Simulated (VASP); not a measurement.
# CuO (P-1) in VASP: notebook

Runs on CuO. Level: PBEsol. Tasks: single point.

Program: VASP 6.6.1. These are calculated values, not measurements. Logs are shortened: lines on timing, memory, paths and dates and some standing lists are left out, and cuts for length are marked.

## Step 1: The cell of the first run

The typed cell holds 4 atoms: a = 2.880 Å, b = 2.880 Å, c = 5.176 Å, α = 89.81°, β = 89.81°, γ = 89.22°.

## Step 2: Single point, PBEsol

INCAR reads:

```
SYSTEM = CuO
  PREC = Accurate
  ENCUT = 520
  EDIFF = 1E-6
  ISMEAR = 0
  SIGMA = 0.3
  LREAL = .FALSE.
  LASPH = .TRUE.
  NELM = 80
  ALGO = Fast
  ISIF = 2
  LWAVE = .FALSE.
  LCHARG = .TRUE.
  GGA = PS
  LELF = .TRUE.
  LVHAR = .TRUE.
  NBANDS = 25
```

KPOINTS reads:

```
Automatic mesh
0
G
  14 14 8
  0 0 0
```

POSCAR reads:

```
CuO
1.0
    2.8795009639      0.0000000000      0.0000000000
    0.0390727580      2.8792794796      0.0000000000
    0.0174953863      0.0172449008      5.1763391994
Cu O
2 2
Direct
    0.5000000000      0.0000000000      0.5000000000
    0.0000000000      0.5000000000      0.0000000000
    0.0015760300      0.9983282200      0.2501129000
    0.9984239700      0.0016717800      0.7498871000
```

Potentials or basis: VASP PAW PBE potentials, release 64 (Cu, O).

Started as:

```console
cat potpaw_PBE.64/Cu/POTCAR potpaw_PBE.64/O/POTCAR > POTCAR
mpirun -np 1 vasp_std > vasp.out
```

OUTCAR:

```text
SYSTEM = CuO
   PREC = Accurate
   ENCUT = 520
   EDIFF = 1E-6
   ISMEAR = 0
   LREAL = .FALSE.
   LASPH = .TRUE.
   NELM = 80
   ISIF = 2
   GGA = PS

 ion  position               nearest neighbor table
   1  0.500  0.000  0.500-   3 1.94   4 1.94   3 1.94   4 1.94
   2  0.000  0.500  0.000-   3 1.94   4 1.94   4 1.94   3 1.94
   3  0.002  0.998  0.250-   1 1.94   1 1.94   2 1.94   2 1.94
   4  0.998  0.002  0.750-   1 1.94   1 1.94   2 1.94   2 1.94

  LATTYP: Found a base centered monoclinic cell.
 ALAT       =    11.1169163425
 B/A-ratio  =     0.3638182808
 C/A-ratio  =     0.4656324948
 COS(beta)  =    -0.9295148209

  Lattice vectors:

 A1 = (   2.8620055776,  -0.0172449008,  -5.1763391994)
 A2 = (   0.0215773717,   2.8620345788,  -5.1763391994)
 A3 = (   0.0174953863,   0.0172449008,   5.1763391994)

Analysis of symmetry for initial positions (statically):
=====================================================================
 Subroutine PRICEL returns:
 Original cell was already a primitive cell.

 Routine SETGRP: Setting up the symmetry group for a
 base centered monoclinic supercell.

 Subroutine GETGRP returns: Found  2 space group operations
 (whereof  2 operations were pure point group operations)
 out of a pool of  4 trial point group operations.

The static configuration has the point symmetry S_2 .

Analysis of symmetry for dynamics (positions and initial velocities):
=====================================================================
 Subroutine PRICEL returns:
 Original cell was already a primitive cell.

 Routine SETGRP: Setting up the symmetry group for a
 base centered monoclinic supercell.

 Subroutine GETGRP returns: Found  2 space group operations
 (whereof  2 operations were pure point group operations)
 out of a pool of  4 trial point group operations.

The dynamic configuration has the point symmetry S_2 .

 Subroutine INISYM returns: Found  2 space group operations
 (whereof  2 operations are pure point group operations),
 and found     1 'primitive' translations

----------------------------------------------------------------------------------------

                                     Primitive cell

  volume of cell :      42.9164

  direct lattice vectors                    reciprocal lattice vectors
     2.879500964  0.000000000  0.000000000     0.347282398 -0.004712735 -0.001158071
     0.039072758  2.879279480  0.000000000     0.000000000  0.347309112 -0.001157055
     0.017495386  0.017244901  5.176339199     0.000000000  0.000000000  0.193186722

  length of vectors
     2.879500964  2.879544582  5.176397491     0.347316304  0.347311040  0.193186722

  position of ions in fractional coordinates (direct lattice)
     0.500000000  0.000000000  0.500000000
     1.000000000  0.500000000  0.000000000
     0.001576030  0.998328220  0.250112900
     0.998423970  0.001671780  0.749887100

  ion indices of the primitive-cell ions
   primitive index   ion index
                 1           1
                 2           2
                 3           3
                 4           4

----------------------------------------------------------------------------------------

 KPOINTS: Automatic mesh

Automatic generation of k-mesh.
 Grid dimensions read from file:
 generate k-points for:   14   14    8

 Generating k-lattice:

  Cartesian coordinates                     Fractional coordinates (reciprocal lattice)
     0.024805886 -0.000336624 -0.000082719     0.071428571 -0.000000000 -0.000000000
     0.000000000  0.024807794 -0.000082647     0.000000000  0.071428571  0.000000000
     0.000000000  0.000000000  0.024148340     0.000000000  0.000000000  0.125000000

  Length of vectors
     0.024808307  0.024807931  0.024148340

  Shift w.r.t. Gamma in fractional coordinates (k-lattice)
     0.000000000  0.000000000  0.000000000

 Subroutine IBZKPT returns following result:
 ===========================================

 Found    788 irreducible k-points:

 Following reciprocal coordinates:
            Coordinates               Weight
  0.000000  0.000000  0.000000      1.000000
  0.071429  0.000000  0.000000      2.000000
  0.000000 -0.071429  0.000000      2.000000
  0.142857 -0.000000  0.000000      2.000000
  0.000000 -0.142857  0.000000      2.000000
  0.214286  0.000000  0.000000      2.000000
[... 16 lines left out ...]
  0.357143  0.071429  0.000000      2.000000
 -0.071429 -0.357143  0.000000      2.000000
 [... further k-points ...]
   k-points           NKPTS =    788   k-points in BZ     NKDIM =    788   number of bands    NBANDS=     25
   number of dos      NEDOS =    301   number of ions     NIONS =      4
   total plane-waves  NPLWV =  23040
   dimension x,y,z NGX =    24 NGY =   24 NGZ =   40
   dimension x,y,z NGXF=    48 NGYF=   48 NGZF=   80
   ions per type =               2   2
   NGX,Y,Z   is equivalent  to a cutoff of  13.86, 13.86, 12.85 a.u.
   NGXF,Y,Z  is equivalent  to a cutoff of  27.71, 27.71, 25.69 a.u.
 SYSTEM =  CuO
   PREC   = accura    normal or accurate (medium, high low for compatibility)
   ISTART =      0    job   : 0-new  1-cont  2-samecut
   ICHARG =      2    charge: 1-file 2-atom 10-const
   ISPIN  =      1    spin polarized calculation?
   LNONCOLLINEAR =      F non collinear calculations
   LSORBIT =      F    spin-orbit coupling
   LASPH  =      T    aspherical Exc in radial PAW
   ENCUT  =  520.0 eV  38.22 Ry    6.18 a.u.   5.35  5.35  9.62*2*pi/ulx,y,z
   NELM   =     80;   NELMIN=  2; NELMDL= -5     # of ELM steps
   EDIFF  = 0.1E-05   stopping-criterion for ELM
   LREAL  =      F    real-space projection
   EDIFFG = 0.1E-04   stopping-criterion for IOM
   NSW    =      0    number of steps for IOM
   IBRION =     -1    ionic relax: 0-MD 1-quasi-New 2-CG
   NFREE  =      0    steps in history (QN), initial steepest desc. (CG)
   ISIF   =      2    stress and relaxation
   ISYM   =      2    0-nonsym 1-usesym 2-fastsym
   POTIM  = 0.5000    time-step for ionic-motion
   TEBEG  =    0.0;   TEEND  =   0.0 temperature during run
   PSTRESS=    0.0 pullay stress
   NELECT =      34.0000    total number of electrons
   NUPDOWN=      -1.0000    fix difference up-down
   EMIN   =  10.00;   EMAX   =-10.00  energy-range for DOS
   EFERMI =   0.00;   METHOD = LEGACY
   ISMEAR =     0;   SIGMA  =   0.30  broadening in eV -4-tet -1-fermi 0-gaus
   EFERMI_NEDOS =   21; number of points for ismear=-14 and -15
   IALGO  =     68    algorithm
   IMIX   =      4    mixing-type and parameters
     AMIX     =   0.40;   BMIX     =  1.00
     AMIX_MAG =   1.60;   BMIX_MAG =  1.00
  volume/ion in A,a.u.               =      10.73        72.40
  Fermi-wavevector in a.u.,A,eV,Ry     =   1.514816  2.862587 31.220846  2.294667
  Thomas-Fermi vector in A             =   2.624423
   LORBIT       =      0    0 simple, 1 ext, 2 COOP (PROOUT), +10 PAW based schemes
   GGA     = PS    functional components
   LHFCALC =     F    Hartree Fock is set to
   AEXX    =    0.0000 exact exchange contribution
   IVDW    =     0    specifies the selected vdW correction
   LEPSILON=     F    determine dielectric tensor
   LRPA    =     F    only Hartree local field effects (RPA)
 non-spin polarized calculation
 RMM-DIIS sequential band-by-band and
 Gauss-broadening in eV      SIGMA  =   0.30
  energy-cutoff  :      520.00
  volume of cell :       42.92
 maximum number of plane-waves:      1177
 NGX is ok and might be reduce to    24
   NGX = 11   NGY = 11   NGZ = 19

 number of electron      33.9999982 magnetization

 Free energy of the ion-electron system (eV)
  ---------------------------------------------------
  ext. energy  EPLUGINS =         0.00000000
  ---------------------------------------------------
  free energy    TOTEN  =       -21.52280340 eV

  energy without entropy =      -21.42053764  energy(sigma->0) =      -21.47167052

 E-fermi :   5.1084     XC(G=0): -11.7790

 val. band max:        5.1047626620   @ k =  -0.4286   0.0714   0.1250
 cond. band min:       5.1088075793   @ k =  -0.0714   0.2143   0.1250
 fundamental gap:      0.0040449173
 Fermi energy:         5.1084315749

 k-point     1 :       0.0000    0.0000    0.0000
  band No.  band energies     occupation
      1     -14.8389      2.00000
      2     -13.5031      2.00000
      3      -3.3389      2.00000
      4      -0.4750      2.00000
      5      -0.4470      2.00000
      6       1.2060      2.00000
[... 17 lines left out ...]
     24      19.8439      0.00000
     25      20.0930      0.00000

 k-point     2 :       0.0714    0.0000    0.0000
  band No.  band energies     occupation
      1     -14.8086      2.00000
      2     -13.4931      2.00000
      3      -3.2881      2.00000
      4      -0.5035      2.00000
      5      -0.4406      2.00000
      6       0.9361      2.00000
[... 17 lines left out ...]
     24      20.0043      0.00000
     25      20.2295      0.00000

 k-point     3 :       0.0000   -0.0714    0.0000
  band No.  band energies     occupation
      1     -14.8086      2.00000
      2     -13.4930      2.00000
      3      -3.2881      2.00000
      4      -0.4985      2.00000
      5      -0.4459      2.00000
      6       0.9364      2.00000
[... 17 lines left out ...]
     24      20.0876      0.00000
     25      20.2512      0.00000

 k-point     4 :       0.1429   -0.0000    0.0000
  band No.  band energies     occupation
      1     -14.7221      2.00000
      2     -13.4646      2.00000
      3      -3.1424      2.00000
      4      -0.5915      2.00000
      5      -0.4017      2.00000
      6       0.2835      2.00000
[... 17 lines left out ...]
     24      20.1293      0.00000
     25      20.3215      0.00000

 k-point     5 :       0.0000   -0.1429    0.0000
  band No.  band energies     occupation
      1     -14.7222      2.00000
      2     -13.4645      2.00000
      3      -3.1427      2.00000
      4      -0.5864      2.00000
      5      -0.4078      2.00000
      6       0.2843      2.00000
[... 17 lines left out ...]
     24      20.1305      0.00000
     25      20.2464      0.00000

 k-point     6 :       0.2143    0.0000    0.0000
  band No.  band energies     occupation
      1     -14.5928      2.00000
      2     -13.4231      2.00000
      3      -2.9230      2.00000
      4      -0.6917      2.00000
      5      -0.4657      2.00000
      6      -0.3417      2.00000
[... 17 lines left out ...]
     24      20.0447      0.00000
     25      20.5934      0.00000
[... 393 lines left out ...]
 k-point    21 :       0.2857    0.0714    0.0000
  band No.  band energies     occupation
      1     -14.4155      2.00000
      2     -13.3685      2.00000
      3      -2.6152      2.00000
      4      -1.1501      2.00000
      5      -0.7396      2.00000
      6      -0.3076      2.00000
[... 17 lines left out ...]
     24      19.5806      0.00000
     25      19.7858      0.00000

 k-point    22 :      -0.0714   -0.2857    0.0000
  band No.  band energies     occupation
      1     -14.4160      2.00000
      2     -13.3681      2.00000
      3      -2.6161      2.00000
      4      -1.1485      2.00000
      5      -0.7363      2.00000
      6      -0.3139      2.00000
[... 17 lines left out ...]
     24      19.5792      0.00000
     25      19.7840      0.00000

 k-point    23 :       0.3571    0.0714    0.0000
  band No.  band energies     occupation
      1     -14.2747      2.00000
      2     -13.3265      2.00000
      3      -2.3691      2.00000
      4      -1.7202      2.00000
      5      -0.7550      2.00000
      6      -0.2532      2.00000
[... 17 lines left out ...]
     24      19.0645      0.00000
     25      21.1402      0.00000

 k-point    24 :      -0.0714   -0.3571    0.0000
  band No.  band energies     occupation
      1     -14.2753      2.00000
      2     -13.3259      2.00000
      3      -2.3705      2.00000
      4      -1.7184      2.00000
      5      -0.7529      2.00000
      6      -0.2597      2.00000
[... 17 lines left out ...]
     24      19.0590      0.00000
     25      19.7503      0.00000

 [... further k-points ...]

------------------------ aborting loop because EDIFF is reached ----------------------------------------

  FORCE on cell =-STRESS in cart. coord.  units (eV):
  Direction    XX          YY          ZZ          XY          YZ          ZX
  --------------------------------------------------------------------------------------
  -------------------------------------------------------------------------------------
  Total       -0.0896932     -0.1138608     -0.9515239     -0.0199119      0.0002786     -0.0032322
  in kB       -3.3484681     -4.2507057    -35.5227456     -0.7433595      0.0104018     -0.1206643
  external PRESSURE =     -14.3739731 kB  Pullay stress =       0.0000000 kB

 VOLUME and BASIS-vectors are now :
 -----------------------------------------------------------------------------
  energy-cutoff  :      520.00
  volume of cell :       42.92
      direct lattice vectors                 reciprocal lattice vectors
     2.879500964  0.000000000  0.000000000     0.347282398 -0.004712735 -0.001158071
     0.039072758  2.879279480  0.000000000     0.000000000  0.347309112 -0.001157055
     0.017495386  0.017244901  5.176339199     0.000000000  0.000000000  0.193186722

 POSITION                                       TOTAL-FORCE (eV/Angst)
 -----------------------------------------------------------------------------------
      1.44850      0.00862      2.58817         0.000000     -0.000000      0.000000
      0.01954      1.43964      0.00000         0.000000     -0.000000      0.000000
      0.04792      2.87878      1.29467        -0.005138      0.006695     -0.007130
      2.88815      0.01775      3.88167         0.005138     -0.006695      0.007130
 -----------------------------------------------------------------------------------
    total drift:                                0.000000     -0.000000     -0.000000

  FREE ENERGIE OF THE ION-ELECTRON SYSTEM (eV)
  ---------------------------------------------------
  free  energy   TOTEN  =       -21.5228034006 eV

  energy  without entropy=      -21.4205376376  energy(sigma->0) =      -21.47167052
```

Run time: 14 min. Hardware: 1 thread of Oxide Virtual Turin-like, shared host; peak memory 0.69 GiB.

Results:

```yaml
Free_energy: -21.5228 eV
Pressure: -1.4 GPa
Largest_force: 0.011 eV/Å
Band_gap_on_the_k_mesh: zero (bands 17 and 18 overlap by 1.15 eV)
```

Forces in eV/Å, atoms in the order of the input:
```
Cu   0.000  0.000  0.000
Cu   0.000  0.000  0.000
O   -0.005  0.007 -0.007
O    0.005 -0.007  0.007
```

Caveat: so wide a smearing shifts energies and pressures; the PAW data sets were made with another functional, which shifts forces and pressure a little; semilocal functionals often make such compounds metallic where correlation or magnetic order opens a gap, which also shifts bond lengths. With open d or f shells a metallic result of PBEsol can be an artefact of self-interaction; +U or a hybrid may open a gap.

## Step 3: Single point, PBEsol

INCAR reads:

```
  PREC = Accurate
  ENCUT = 520
  EDIFF = 1E-6
  ISMEAR = 1
  SIGMA = 0.02
  LREAL = F
  LASPH = T
  NELM = 60
  ALGO = Fast
  ISIF = 2
  LWAVE = F
  LCHARG = F
  GGA = PS
  NBANDS = 25
```

KPOINTS reads:

```
Automatic mesh
0
Gamma
  14 14 8
```

POSCAR is that of step 2.

Potentials or basis: VASP PAW PBE potentials, release 64 (Cu, O).

Started as:

```console
cat potpaw_PBE.64/Cu/POTCAR potpaw_PBE.64/O/POTCAR > POTCAR
mpirun -np 1 vasp_std > vasp.out
```

It took 11 min on 1 thread of Oxide Virtual Turin-like, shared host; peak memory 0.7 GiB.

Results (log left out):

```yaml
Free_energy: -21.4697 eV
Pressure: -1.5 GPa
Largest_force: 0.010 eV/Å
Band_gap_on_the_k_mesh: zero (bands 17 and 18 overlap by 1.14 eV)
```

Forces on the atoms (eV/Å):
```
Cu   0.000  0.000  0.000
Cu   0.000  0.000  0.000
O   -0.004  0.005 -0.008
O    0.004 -0.005  0.008
```

Stress tensor (GPa, compression positive):
```
-0.34 -0.07 -0.01
-0.07 -0.41  0.00
-0.01  0.00 -3.63
```

Levels at points of the mesh, in eV from the Fermi level:
| k point | band 15 | band 16 | band 17 | band 18 | band 19 | band 20 |
| --- | --- | --- | --- | --- | --- | --- |
| (0.00, 0.00, 0.00) | -2.35 | -2.06 | 0.64 | 0.68 | 1.43 | 6.06 |
| (0.50, 0.00, 0.00) | -1.62 | -1.53 | 0.20 | 0.43 | 3.40 | 5.99 |
| (0.00, 0.50, 0.00) | -1.62 | -1.53 | 0.20 | 0.44 | 3.40 | 5.98 |
| (0.50, 0.50, 0.00) | -1.66 | -1.20 | -1.19 | 1.17 | 2.03 | 7.06 |
| (0.00, 0.00, 0.50) | -1.57 | -1.56 | 0.07 | 0.07 | 3.51 | 3.51 |
| (0.50, 0.00, 0.50) | -2.06 | -1.87 | -0.14 | 0.67 | 4.15 | 5.92 |
| (0.00, 0.50, 0.50) | -2.06 | -1.87 | -0.14 | 0.67 | 4.16 | 5.91 |
| (0.50, 0.50, 0.50) | -1.42 | -1.42 | -0.50 | -0.50 | 3.90 | 3.90 |

Caveat: the PAW data sets were made with another functional, which shifts forces and pressure a little; semilocal functionals often make such compounds metallic where correlation or magnetic order opens a gap, which also shifts bond lengths.

## Step 4: Single point, PBEsol

INCAR reads:

```
  PREC = Accurate
  ENCUT = 520
  EDIFF = 1E-7
  ISMEAR = 1
  SIGMA = 0.1
  LREAL = F
  LASPH = T
  NELM = 100
  ALGO = Fast
  ISIF = 2
  LWAVE = F
  LCHARG = F
  GGA = PS
  NBANDS = 25
```

KPOINTS is that of step 3.

POSCAR is that of step 3.

Started as:

```console
cat potpaw_PBE.64/Cu/POTCAR potpaw_PBE.64/O/POTCAR > POTCAR
mpirun -np 1 vasp_std > vasp.out
```

Wall time 11 min (1 thread of Oxide Virtual Turin-like, shared host); peak memory 0.69 GiB.

It converged, with:

| Quantity | Value |
| --- | --- |
| Free energy | -21.4702 eV |
| Pressure | -1.3 GPa |
| Largest force | 0.012 eV/Å |
| Band gap on the k mesh | zero (bands 17 and 18 overlap by 1.14 eV) |

Forces on the atoms (eV/Å):
```
Cu   0.000  0.000  0.000
Cu   0.000  0.000  0.000
O   -0.005  0.006 -0.009
O    0.005 -0.006  0.009
```

Stress tensor (GPa, compression positive):
```
-0.19 -0.08 -0.01
-0.08 -0.24  0.00
-0.01  0.00 -3.53
```

Levels at points of the mesh, in eV from the Fermi level:
```tsv
k point	band 13	band 14	band 15	band 16	band 17	band 18	band 19	band 20	band 21	band 22
(0.00, 0.00, 0.00)	-2.48	-2.43	-2.35	-2.05	0.65	0.68	1.43	6.07	7.30	13.49
(0.50, 0.00, 0.00)	-2.29	-1.96	-1.61	-1.52	0.21	0.44	3.41	6.00	6.53	11.04
(0.00, 0.50, 0.00)	-2.29	-1.96	-1.61	-1.52	0.21	0.44	3.41	5.99	6.53	11.03
(0.50, 0.50, 0.00)	-2.38	-2.37	-1.65	-1.19	-1.18	1.18	2.04	7.07	9.79	10.05
(0.00, 0.00, 0.50)	-2.39	-2.39	-1.56	-1.56	0.07	0.08	3.52	3.52	11.49	11.49
(0.50, 0.00, 0.50)	-2.45	-2.42	-2.06	-1.86	-0.13	0.68	4.16	5.93	8.24	9.01
(0.00, 0.50, 0.50)	-2.45	-2.42	-2.05	-1.87	-0.13	0.68	4.17	5.92	8.24	9.02
(0.50, 0.50, 0.50)	-2.02	-2.02	-1.42	-1.41	-0.49	-0.49	3.90	3.90	10.76	10.77
```

Caveat: the PAW data sets were made with another functional, which shifts forces and pressure a little; semilocal functionals often make such compounds metallic where correlation or magnetic order opens a gap, which also shifts bond lengths.

## Step 5: Summary

```tsv
smearing	further INCAR settings	gap on the mesh (eV)	pressure (GPa)	largest force (eV/Å)
gaussian 0.3 eV	ALGO = Fast; EDIFF = 1e-06; NBANDS = 25	none	-1.4	0.01
methfessel-paxton 0.02 eV	ALGO = Fast; EDIFF = 1e-06; NBANDS = 25	none	-1.5	0.01
methfessel-paxton 0.1 eV	ALGO = Fast; EDIFF = 1e-07; NBANDS = 25	none	-1.3	0.01
```

Alike in all rows: task single point; level PBEsol; potentials or basis VASP PAW PBE potentials, release 64 (Cu, O); no spin polarisation; cell as given; k mesh 14 × 14 × 8; cutoff (eV) 520.

Caveats: the PAW data sets were made with another functional, which shifts forces and pressure a little; semilocal functionals often make such compounds metallic where correlation or magnetic order opens a gap, which also shifts bond lengths; so wide a smearing shifts energies and pressures (at least some runs).

Total energies depend on the potentials used, so only differences within one code and one set of settings carry meaning.
